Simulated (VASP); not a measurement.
Wanted: the native input for a VASP 6.6.1 run.

| Property | Result |
| --- | --- |
| Task | relaxation of the atoms |
| Functional | PBE |
| Dispersion | D3(BJ) |
| Potentials or basis | VASP PAW PBE potentials, release 64 (Mg, O) |
| Cutoff | 520 eV |
| k mesh | 2 × 2 × 2 |
| Occupations | fermi-dirac, width 0.05 eV |
| Spin | no spin polarisation |
| Dipole correction | no |
| Further INCAR settings | LREAL = Auto; ALGO = Normal; EDIFF = 1e-07; IBRION = 2; EDIFFG = -0.03; NSW = 80 |

The structure of Mg9O8 (a cell with a defect) lies in POSCAR:

```
Mg9O8
1.0
    0.0000000000      4.0790000000      4.0790000000
    4.0790000000      0.0000000000      4.0790000000
    4.0790000000      4.0790000000      0.0000000000
Mg O
9 8
Direct
    0.0000000000      0.0000000000      0.0000000000
    0.0000000000      0.0000000000      0.5000000000
    0.0000000000      0.5000000000      0.0000000000
    0.0000000000      0.5000000000      0.5000000000
    0.5000000000      0.0000000000      0.0000000000
    0.5000000000      0.0000000000      0.5000000000
    0.5000000000      0.5000000000      0.0000000000
    0.5000000000      0.5000000000      0.5000000000
    0.6279159200      0.6255587500      0.6163174900
    0.2500000000      0.2500000000      0.2500000000
    0.2500000000      0.2500000000      0.7500000000
    0.2500000000      0.7500000000      0.2500000000
    0.2500000000      0.7500000000      0.7500000000
    0.7500000000      0.2500000000      0.2500000000
    0.7500000000      0.2500000000      0.7500000000
    0.7500000000      0.7500000000      0.2500000000
    0.7500000000      0.7500000000      0.7500000000
```

These files were run (other wordings do the same):

INCAR

```
SYSTEM = Mg9O8
PREC     = Accurate       ! precision mode
ENCUT    = 520            ! plane-wave cutoff, eV
EDIFF    = 1E-7           ! SCF threshold, eV
ISMEAR   = -1             ! smearing method
SIGMA    = 0.05           ! smearing width, eV
LREAL    = Auto         
LASPH    = .True.         ! aspherical terms in the spheres
NELM     = 60             ! most SCF steps
ALGO     = Normal         ! electronic algorithm
ISIF     = 2              ! what is computed and relaxed
LWAVE    = .False.        ! write WAVECAR
LCHARG   = .False.        ! write CHGCAR
GGA      = PE             ! functional
IVDW     = 12             ! dispersion correction
IBRION   = 2              ! ionic algorithm
NSW      = 80             ! ionic steps
EDIFFG   = -0.03          ! ionic threshold
```

KPOINTS

```
Automatic mesh
0
Gamma
  2 2 2
  0 0 0
```

Potentials or basis: VASP PAW PBE potentials, release 64 (Mg, O).

Command:

```bash
$ cat potpaw_PBE.64/Mg/POTCAR potpaw_PBE.64/O/POTCAR > POTCAR
$ mpirun -np 1 vasp_std > vasp.out
```

It gave:

* Energy gained by relaxing: 380.6 meV/atom
* Ionic steps: 11
* Pressure after relaxing: 64.8 GPa
* Largest force after relaxing: 0.028 eV/Å
* Band gap on the k mesh: zero (bands 33 and 34 overlap by 0.56 eV)
* Dispersion energy per atom: -0.368 eV

Caveat: the k points lie up to 0.67 Å⁻¹ apart, too coarse for converged energies and pressures of a metal.

Run time: 23 min on 1 thread of Intel(R) Xeon(R) Platinum 8259CL CPU @ 2.50GHz (Skylake/Cascade Lake), on a shared host, peak memory 0.36 GiB.
